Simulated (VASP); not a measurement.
Set up this calculation in VASP 6.6.1, as the native input.

```yaml
Task: single point
Functional: HSE06
Potentials_or_basis: VASP PAW PBE potentials, release 64 (Sn_d, Se)
Cutoff: 520 eV
k_mesh: 4 × 4 × 4
Occupations: gaussian, width 0.01 eV
Spin: no spin polarisation
Dipole_correction: no
Grid_for_exact_exchange_PRECFOCK: Normal
Further_INCAR_settings: ALGO = Normal; EDIFF = 1e-06; NBANDS = 17
Share_of_exact_exchange: 0.25
Screening_parameter: 0.2079 1/Å
```

Crystal: SnSe.

```
Sn Se
1.0
     0.00000    3.46659    3.36398
     3.46659    0.00000    3.36398
     3.46659    3.46659    0.00000
Sn Se
1 1
Direct
  0.00000 0.00000 0.00000
  0.25000 0.25000 0.25000
```

This cell differs from its parent crystal: biaxial xy strain +3.0%.

These files were run (other wordings do the same):

POSCAR

```
SnSe
1.0
    0.0000000000      3.4665858174      3.3639842963
    3.4665858174      0.0000000000      3.3639842963
    3.4665858174      3.4665858174      0.0000000000
Sn Se
1 1
Direct
    0.0000000000      0.0000000000      0.0000000000
    0.2500000000      0.2500000000      0.2500000000
```

INCAR.step1

```
SYSTEM = SnSe
PREC = Accurate
ENCUT = 520
EDIFF = 1E-5
ISMEAR = 0
SIGMA = 0.01
LREAL = .FALSE.
LASPH = .TRUE.
NELM = 60
ALGO = Normal
ISIF = 2
LWAVE = .TRUE.
GGA = PE
NBANDS = 17
```

INCAR.step2

```
SYSTEM = SnSe
PREC = Accurate
ENCUT = 520
EDIFF = 1E-6
ISMEAR = 0
SIGMA = 0.01
LREAL = .FALSE.
LASPH = .TRUE.
NELM = 60
ALGO = Normal
ISIF = 2
LWAVE = .FALSE.
LCHARG = .TRUE.
GGA = PE
LHFCALC = .TRUE.
HFSCREEN = 0.2079
PRECFOCK = Normal
LELF = .TRUE.
LVHAR = .TRUE.
ISTART = 1
NBANDS = 17
```

KPOINTS

```
regular mesh
0
G
  4 4 4
  0 0 0
```

Potentials or basis: VASP PAW PBE potentials, release 64 (Sn_d, Se).

Command:

```console
$ cat potpaw_PBE.64/Sn_d/POTCAR potpaw_PBE.64/Se/POTCAR > POTCAR
$ cp INCAR.step1 INCAR
$ mpirun -np 1 vasp_std > vasp.out
$ cp INCAR.step2 INCAR
$ mpirun -np 1 vasp_std > vasp.out
```

Results of the run:

The pressure is -1.8 GPa and the band gap on the k mesh is 0.42 eV (least direct gap 1.13 eV).

Caveat: the cell differs from its parent crystal (biaxial xy strain +3.0%); the structure was generated, so it needn't be the stable form of SnSe; the PAW data sets were made with another functional, which shifts forces and pressure a little; spin-orbit coupling is left out, which moves the levels of the heavy elements.

Run time: 17 min on 1 thread of Intel(R) Xeon(R) Platinum 8488C (Sapphire Rapids), with other jobs on the host, peak memory 0.33 GiB.
